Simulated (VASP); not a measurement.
# PtRh2 (Immm) in VASP: single point with PBE

Aim: the single point of PtRh2 with PBE.

Program: VASP 6.6.1. These are calculated values, not measurements. Logs are shortened: lines on timing, memory, paths and dates and some standing lists are left out, and cuts for length are marked.

**1. The cell of the first run**

It takes space group Immm (No. 71, orthorhombic). Conventional cell: a = 2.752 Å, b = 3.855 Å, c = 8.252 Å, α = 90.00°, β = 90.00°, γ = 90.00°. Within 3.6 Å of Rh (site symmetry mm2) lie 7 Rh at 2.73 to 2.78 Å and 5 Pt at 2.74 to 2.75 Å. Pt (site symmetry mmm) has 10 Rh at 2.74 to 2.75 Å and 2 Pt at 2.75 Å within 3.6 Å.

**2. Single point, PBE**

INCAR

```
PREC = Accurate
ENCUT = 520
EDIFF = 1E-7
ISMEAR = 0
SIGMA = 0.1
LREAL = F
LASPH = T
NELM = 80
ALGO = Fast
ISIF = 2
LWAVE = F
LCHARG = F
GGA = PE
NBANDS = 49
```

KPOINTS

```
Automatic mesh
0
Gamma
  4 4 6
```

POSCAR

```
PtRh2
1.0
    3.8551879741      0.0000000000      0.0000000000
    0.0000000000      8.2523644736      0.0000000000
    0.0000000000      0.0000000000      2.7519137985
Rh Pt
4 2
Direct
    0.0000002266      0.3317329985      0.0000000000
    0.9999997734      0.6682670015      0.0000000000
    0.5000002266      0.1682670015      0.5000000000
    0.4999997734      0.8317329985      0.5000000000
    0.0000000000      0.0000000000      0.0000000000
    0.5000000000      0.5000000000      0.5000000000
```

Potentials or basis: VASP PAW PBE potentials, release 64 (Rh_pv, Pt).

Launch:

```bash
cat potpaw_PBE.64/Rh_pv/POTCAR potpaw_PBE.64/Pt/POTCAR > POTCAR
mpirun -np 1 vasp_std > vasp.out
```

OUTCAR:

```text
PREC = Accurate
   ENCUT = 520
   EDIFF = 1E-7
   ISMEAR = 0
   LREAL = F
   LASPH = T
   NELM = 80
   ISIF = 2
   GGA = PE

 ion  position               nearest neighbor table
   1  0.000  0.332  0.000-   3 2.73   3 2.73   3 2.73   3 2.73   5 2.74   6 2.75   6 2.75   6 2.75
                             6 2.75   2 2.78
   2  1.000  0.668  0.000-   4 2.73   4 2.73   4 2.73   4 2.73   5 2.74   6 2.75   6 2.75   6 2.75
                             6 2.75   1 2.78
   3  0.500  0.168  0.500-   1 2.73   1 2.73   1 2.73   1 2.73   6 2.74   5 2.75   5 2.75   5 2.75
                             5 2.75   4 2.78
   4  0.500  0.832  0.500-   2 2.73   2 2.73   2 2.73   2 2.73   6 2.74   5 2.75   5 2.75   5 2.75
                             5 2.75   3 2.78
   5  0.000  0.000  0.000-   1 2.74   2 2.74   3 2.75   4 2.75   3 2.75   4 2.75   3 2.75   3 2.75
                             4 2.75   4 2.75
   6  0.500  0.500  0.500-   3 2.74   4 2.74   1 2.75   2 2.75   1 2.75   2 2.75   1 2.75   1 2.75
                             2 2.75   2 2.75

  LATTYP: Found a simple orthorhombic cell.
 ALAT       =     2.7519137985
 B/A-ratio  =     1.4009116042
 C/A-ratio  =     2.9987728824

  Lattice vectors:

 A1 = (   0.0000000000,   0.0000000000,   2.7519137985)
 A2 = (   3.8551879741,   0.0000000000,   0.0000000000)
 A3 = (   0.0000000000,   8.2523644736,   0.0000000000)

Analysis of symmetry for initial positions (statically):
=====================================================================
 Subroutine PRICEL returns following result:

  LATTYP: Found a body centered orthorhombic cell.
 ALAT       =     2.7519137985
 B/A-ratio  =     1.4009116042
 C/A-ratio  =     2.9987728824

  Lattice vectors:

 A1 = (  -1.9275939870,  -4.1261822368,  -1.3759568993)
 A2 = (   1.9275939870,  -4.1261822368,   1.3759568993)
 A3 = (  -1.9275939870,   4.1261822368,   1.3759568992)

   2 primitive cells build up your supercell.

 Routine SETGRP: Setting up the symmetry group for a
 simple orthorhombic supercell.

 Subroutine GETGRP returns: Found  8 space group operations
 (whereof  8 operations were pure point group operations)
 out of a pool of  8 trial point group operations.

The static configuration has the point symmetry D_2h.

Analysis of symmetry for dynamics (positions and initial velocities):
=====================================================================
 Subroutine PRICEL returns following result:

  LATTYP: Found a body centered orthorhombic cell.
 ALAT       =     2.7519137985
 B/A-ratio  =     1.4009116042
 C/A-ratio  =     2.9987728824

  Lattice vectors:

 A1 = (  -1.9275939870,  -4.1261822368,  -1.3759568993)
 A2 = (   1.9275939870,  -4.1261822368,   1.3759568993)
 A3 = (  -1.9275939870,   4.1261822368,   1.3759568992)

   2 primitive cells build up your supercell.

 Routine SETGRP: Setting up the symmetry group for a
 simple orthorhombic supercell.

 Subroutine GETGRP returns: Found  8 space group operations
 (whereof  8 operations were pure point group operations)
 out of a pool of  8 trial point group operations.

The dynamic configuration has the point symmetry D_2h.

 Subroutine INISYM returns: Found  8 space group operations
 (whereof  8 operations are pure point group operations),
 and found     2 'primitive' translations

----------------------------------------------------------------------------------------

                                     Primitive cell

  volume of cell :      43.7753

  direct lattice vectors                    reciprocal lattice vectors
    -1.927593987 -4.126182237 -1.375956899    -0.259390724 -0.121177391  0.000000000
     1.927593987 -4.126182237  1.375956899    -0.000000000 -0.121177391  0.363383475
    -1.927593987  4.126182237  1.375956899    -0.259390724  0.000000000  0.363383475

  length of vectors
     4.757547248  4.757547248  4.757547248     0.286299682  0.383055493  0.446465114

  position of ions in fractional coordinates (direct lattice)
     0.668266775  0.668267001  0.999999773
     0.331733225  0.331732999  0.000000227
     0.000000000  0.000000000  0.000000000

  ion indices of the primitive-cell ions
   primitive index   ion index
                 1           1
                 2           2
                 3           5

----------------------------------------------------------------------------------------

 KPOINTS: Automatic mesh

Automatic generation of k-mesh.
 Grid dimensions read from file:
 generate k-points for:    4    4    6

 Generating k-lattice:

  Cartesian coordinates                     Fractional coordinates (reciprocal lattice)
     0.064847681  0.000000000  0.000000000     0.250000000  0.000000000  0.000000000
     0.000000000  0.030294348  0.000000000     0.000000000  0.250000000  0.000000000
     0.000000000  0.000000000  0.060563913     0.000000000  0.000000000  0.166666667

  Length of vectors
     0.064847681  0.030294348  0.060563913

  Shift w.r.t. Gamma in fractional coordinates (k-lattice)
     0.000000000  0.000000000  0.000000000

 Subroutine IBZKPT returns following result:
 ===========================================

 Found     36 irreducible k-points:

 Following reciprocal coordinates:
            Coordinates               Weight
  0.000000  0.000000  0.000000      1.000000
  0.250000  0.000000  0.000000      2.000000
  0.500000  0.000000  0.000000      1.000000
  0.000000  0.250000  0.000000      2.000000
  0.250000  0.250000  0.000000      4.000000
  0.500000  0.250000  0.000000      2.000000
[... 16 lines left out ...]
  0.250000  0.250000  0.333333      8.000000
  0.500000  0.250000  0.333333      4.000000
 [... further k-points ...]
   k-points           NKPTS =     36   k-points in BZ     NKDIM =     36   number of bands    NBANDS=     49
   number of dos      NEDOS =    301   number of ions     NIONS =      6
   total plane-waves  NPLWV =  38400
   dimension x,y,z NGX =    30 NGY =   64 NGZ =   20
   dimension x,y,z NGXF=    60 NGYF=  128 NGZF=   40
   ions per type =               4   2
   NGX,Y,Z   is equivalent  to a cutoff of  12.94, 12.89, 12.08 a.u.
   NGXF,Y,Z  is equivalent  to a cutoff of  25.87, 25.79, 24.16 a.u.
 SYSTEM =  unknown system
   PREC   = accura    normal or accurate (medium, high low for compatibility)
   ISTART =      0    job   : 0-new  1-cont  2-samecut
   ICHARG =      2    charge: 1-file 2-atom 10-const
   ISPIN  =      1    spin polarized calculation?
   LNONCOLLINEAR =      F non collinear calculations
   LSORBIT =      F    spin-orbit coupling
   LASPH  =      T    aspherical Exc in radial PAW
   ENCUT  =  520.0 eV  38.22 Ry    6.18 a.u.   7.17 15.34  5.12*2*pi/ulx,y,z
   NELM   =     80;   NELMIN=  2; NELMDL= -5     # of ELM steps
   EDIFF  = 0.1E-06   stopping-criterion for ELM
   LREAL  =      F    real-space projection
   EDIFFG = 0.1E-05   stopping-criterion for IOM
   NSW    =      0    number of steps for IOM
   IBRION =     -1    ionic relax: 0-MD 1-quasi-New 2-CG
   NFREE  =      0    steps in history (QN), initial steepest desc. (CG)
   ISIF   =      2    stress and relaxation
   ISYM   =      2    0-nonsym 1-usesym 2-fastsym
   POTIM  = 0.5000    time-step for ionic-motion
   TEBEG  =    0.0;   TEEND  =   0.0 temperature during run
   PSTRESS=    0.0 pullay stress
   NELECT =      80.0000    total number of electrons
   NUPDOWN=      -1.0000    fix difference up-down
   EMIN   =  10.00;   EMAX   =-10.00  energy-range for DOS
   EFERMI =   0.00;   METHOD = LEGACY
   ISMEAR =     0;   SIGMA  =   0.10  broadening in eV -4-tet -1-fermi 0-gaus
   EFERMI_NEDOS =   21; number of points for ismear=-14 and -15
   IALGO  =     68    algorithm
   IMIX   =      4    mixing-type and parameters
     AMIX     =   0.40;   BMIX     =  1.00
     AMIX_MAG =   1.60;   BMIX_MAG =  1.00
  volume/ion in A,a.u.               =      14.59        98.47
  Fermi-wavevector in a.u.,A,eV,Ry     =   1.588615  3.002046 34.336976  2.523697
  Thomas-Fermi vector in A             =   2.687591
   LORBIT       =      0    0 simple, 1 ext, 2 COOP (PROOUT), +10 PAW based schemes
   GGA     = PE    functional components
   LHFCALC =     F    Hartree Fock is set to
   AEXX    =    0.0000 exact exchange contribution
   IVDW    =     0    specifies the selected vdW correction
   LEPSILON=     F    determine dielectric tensor
   LRPA    =     F    only Hartree local field effects (RPA)
 non-spin polarized calculation
 RMM-DIIS sequential band-by-band and
 Gauss-broadening in eV      SIGMA  =   0.10
  energy-cutoff  :      520.00
  volume of cell :       87.55
 maximum number of plane-waves:      2384
 NGX is ok and might be reduce to    30
   NGX = 15   NGY = 31   NGZ = 11

 number of electron      80.0000002 magnetization

 Free energy of the ion-electron system (eV)
  ---------------------------------------------------
  ext. energy  EPLUGINS =         0.00000000
  ---------------------------------------------------
  free energy    TOTEN  =       -41.31974969 eV

  energy without entropy =      -41.25172184  energy(sigma->0) =      -41.28573577

 E-fermi :  11.2360     XC(G=0): -13.6645

 val. band max:       11.2346695366   @ k =   0.0000   0.0000   0.5000
 cond. band min:      11.2456984422   @ k =   0.2500   0.2500   0.5000
 fundamental gap:      0.0110289056
 Fermi energy:        11.2359515434

 k-point     1 :       0.0000    0.0000    0.0000
  band No.  band energies     occupation
      1     -35.4839      2.00000
      2     -35.4725      2.00000
      3     -35.4570      2.00000
      4     -35.3465      2.00000
      5     -35.3160      2.00000
      6     -35.2018      2.00000
[... 41 lines left out ...]
     48      16.9460      0.00000
     49      20.1819      0.00000

 k-point     2 :       0.2500    0.0000    0.0000
  band No.  band energies     occupation
      1     -35.5037      2.00000
      2     -35.4731      2.00000
      3     -35.4634      2.00000
      4     -35.3585      2.00000
      5     -35.3016      2.00000
      6     -35.1982      2.00000
[... 41 lines left out ...]
     48      15.6979      0.00000
     49      18.0407      0.00000

 k-point     3 :       0.5000    0.0000    0.0000
  band No.  band energies     occupation
      1     -35.5025      2.00000
      2     -35.5025      2.00000
      3     -35.4248      2.00000
      4     -35.4248      2.00000
      5     -35.2386      2.00000
      6     -35.2386      2.00000
[... 41 lines left out ...]
     48      11.8985      0.00000
     49      20.3969      0.00000

 k-point     4 :       0.0000    0.2500    0.0000
  band No.  band energies     occupation
      1     -35.4823      2.00000
      2     -35.4743      2.00000
      3     -35.4474      2.00000
      4     -35.3811      2.00000
      5     -35.2809      2.00000
      6     -35.2119      2.00000
[... 977 lines left out ...]
     48      18.1219      0.00000
     49      20.6492      0.00000

 k-point    23 :       0.2500    0.2500    0.3333
  band No.  band energies     occupation
      1     -35.4599      2.00000
      2     -35.4557      2.00000
      3     -35.4454      2.00000
      4     -35.4256      2.00000
      5     -35.3899      2.00000
      6     -35.3491      2.00000
[... 41 lines left out ...]
     48      17.7606      0.00000
     49      18.6560      0.00000

 k-point    24 :       0.5000    0.2500    0.3333
  band No.  band energies     occupation
      1     -35.4714      2.00000
      2     -35.4714      2.00000
      3     -35.4528      2.00000
      4     -35.4528      2.00000
      5     -35.3730      2.00000
      6     -35.3730      2.00000
[... 41 lines left out ...]
     48      16.5781      0.00000
     49      19.9193      0.00000

 [... further k-points ...]
[... 5 lines left out ...]
  --------------------------------------------------------------------------------------
  -------------------------------------------------------------------------------------
  Total       -0.1423697     -0.1294535     -0.1145877      0.0000000      0.0000000      0.0000000
  in kB       -2.6053690     -2.3690023     -2.0969592      0.0000000      0.0000000      0.0000000
  external PRESSURE =      -2.3571102 kB  Pullay stress =       0.0000000 kB

 VOLUME and BASIS-vectors are now :
 -----------------------------------------------------------------------------
  energy-cutoff  :      520.00
  volume of cell :       87.55
      direct lattice vectors                 reciprocal lattice vectors
     3.855187974  0.000000000  0.000000000     0.259390724  0.000000000  0.000000000
     0.000000000  8.252364474  0.000000000     0.000000000  0.121177391  0.000000000
     0.000000000  0.000000000  2.751913798     0.000000000  0.000000000  0.363383475

 POSITION                                       TOTAL-FORCE (eV/Angst)
 -----------------------------------------------------------------------------------
      0.00000      2.73758      0.00000         0.000000      0.003549     -0.000000
      3.85519      5.51478      0.00000         0.000000     -0.003549     -0.000000
      1.92759      1.38860      1.37596         0.000000     -0.003549      0.000000
      1.92759      6.86376      1.37596         0.000000      0.003549      0.000000
      0.00000      0.00000      0.00000         0.000000      0.000000     -0.000000
      1.92759      4.12618      1.37596         0.000000     -0.000000     -0.000000
 -----------------------------------------------------------------------------------
    total drift:                                0.000000      0.000000      0.000000

  FREE ENERGIE OF THE ION-ELECTRON SYSTEM (eV)
  ---------------------------------------------------
  free  energy   TOTEN  =       -41.3197496871 eV

  energy  without entropy=      -41.2517218444  energy(sigma->0) =      -41.28573577
```

Wall time 4.4 min (1 thread of AMD EPYC 7R43 (Zen 3), shared host); peak memory 0.23 GiB.

Results:

```yaml
Free_energy: -41.3197 eV
Pressure: -0.2 GPa
Largest_force: 0.004 eV/Å
Band_gap_on_the_k_mesh: zero (band 40 reaches 11.94 eV, above the bottom of band 41 at 10.63 eV)
```

Forces in eV/Å, atoms in the order of the input:
```
Rh   0.000  0.004  0.000
Rh   0.000 -0.004  0.000
Rh   0.000 -0.004  0.000
Rh   0.000  0.004  0.000
Pt   0.000  0.000  0.000
Pt   0.000  0.000  0.000
```

Caveat: the k points lie up to 0.41 Å⁻¹ apart; spin-orbit coupling is left out, which moves the levels of the heavy elements.
